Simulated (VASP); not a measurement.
Ce: relaxation of cell and atoms with revPBE

The system is Ce.

```
CELL_PARAMETERS angstrom
-1.98141 1.98141 1.98141
1.98141 -1.98141 1.98141
1.98141 1.98141 -1.98141
ATOMIC_POSITIONS crystal
Ce 0.00000 0.00000 0.00000
```

This isn't the form of Ce at room conditions, which is fcc.

| Item | Value |
| --- | --- |
| Program | VASP 6.6.1 |
| Task | relaxation of cell and atoms |
| Functional | revPBE |
| Potentials or basis | VASP PAW PBE potentials, release 64 (Ce) |
| Cutoff | 720 eV |
| k mesh | 13 × 13 × 13 |
| Occupations | gaussian, width 0.04 eV |
| Spin | collinear spin, ferromagnetic start |
| Starting moments | [1.0] μB |
| Tolerance level | standard |
| Purpose | cell |
| Passes | 3 |
| Further INCAR settings | ALGO = Normal; EDIFF = 1e-07 |

```
Relaxed volume                                        : 28.55 Å³/atom
Relaxed cell                                          : a = 3.335 Å, b = 3.335 Å, c = 3.335 Å, α = 109.47°, β = 109.47°, γ = 109.47°
Space group after relaxing (to 0.1 Å)                 : Im-3m (No. 229)
Energy gained by relaxing                             : 18.5 meV/atom
Ionic steps                                           : 29
Pressure after relaxing                               : 0.0 GPa
Band gap on the k mesh                                : zero (filled and empty bands overlap)
Net moment                                            : 0.00 μB per cell
Valence electrons inside the program's atomic spheres : Ce 9.84
```

The path:
```csv
step,energy change (eV),largest force (eV/Å),pressure (GPa),volume (Å³)
1,0.0000,0.0000,-2.39,31.12
2,-0.0179,0.0000,-0.54,29.07
3,-0.0183,0.0000,0.57,28.29
4,-0.0186,0.0000,-0.14,28.69
5,-0.0186,0.0000,0.02,28.57
6,-0.0186,0.0000,-0.09,28.62
7,-0.0186,0.0000,-0.13,28.62
8,-0.0186,0.0000,-0.04,28.61
9,-0.0186,0.0000,-0.08,28.61
10,-0.0186,0.0000,-0.09,28.61
11,-0.0186,0.0000,-0.09,28.61
12,-0.0186,0.0000,-0.12,28.61
13,-0.0186,0.0000,-0.07,28.60
14,-0.0186,0.0000,-0.05,28.58
15,-0.0186,0.0000,-0.03,28.55
16,-0.0185,0.0000,0.04,28.50
17,-0.0186,0.0000,1.03,28.53
18,-0.0186,0.0000,-0.02,28.55
19,-0.0186,0.0000,-0.01,28.55
20,-0.0185,0.0000,-0.02,28.55
21,-0.0185,0.0000,0.06,28.54
22,-0.0185,0.0000,-0.03,28.55
23,-0.0185,0.0000,0.04,28.54
24,-0.0185,0.0000,0.01,28.55
25,-0.0185,0.0000,-0.01,28.55
26,-0.0185,0.0000,-0.01,28.55
27,-0.0185,0.0000,0.04,28.54
28,-0.0185,0.0000,2.83,28.54
29,-0.0185,0.0000,0.01,28.55
```

Final structure:
```xyz
1
Lattice="-1.9253 1.9253 1.9253 1.9253 -1.9253 1.9253 1.9253 1.9253 -1.9253" Properties=species:S:1:pos:R:3 pbc="T T T"
Ce    0.0000    0.0000    0.0000
```

Levels at points of the mesh, in eV from the Fermi level:
Spin up:
| k point | band 3 | band 4 | band 5 | band 6 | band 7 | band 8 | band 9 | band 10 |
| --- | --- | --- | --- | --- | --- | --- | --- | --- |
| (0.00, 0.00, 0.00) | -16.11 | -16.11 | -2.91 | 0.09 | 0.09 | 0.09 | 0.88 | 0.88 |
Spin down:
| k point | band 4 | band 5 | band 6 | band 7 | band 8 | band 9 |
| --- | --- | --- | --- | --- | --- | --- |
| (0.00, 0.00, 0.00) | -16.11 | -2.91 | 0.09 | 0.09 | 0.09 | 0.88 |

It took 4.5 min on 8 MPI ranks on AMD EPYC 9R45 96-Core Processor (Zen 5), on a shared host, peak memory 0.28 GiB a rank.

Caveat: the magnetic or orbital state may not be the lowest; the PAW data sets were made with another functional, which shifts forces and pressure a little; spin-orbit coupling is left out, which moves the levels of the heavy elements; semilocal functionals describe open f shells poorly, which spoils levels, moments and volumes. The state reached can hang on the start; a lower one may exist.
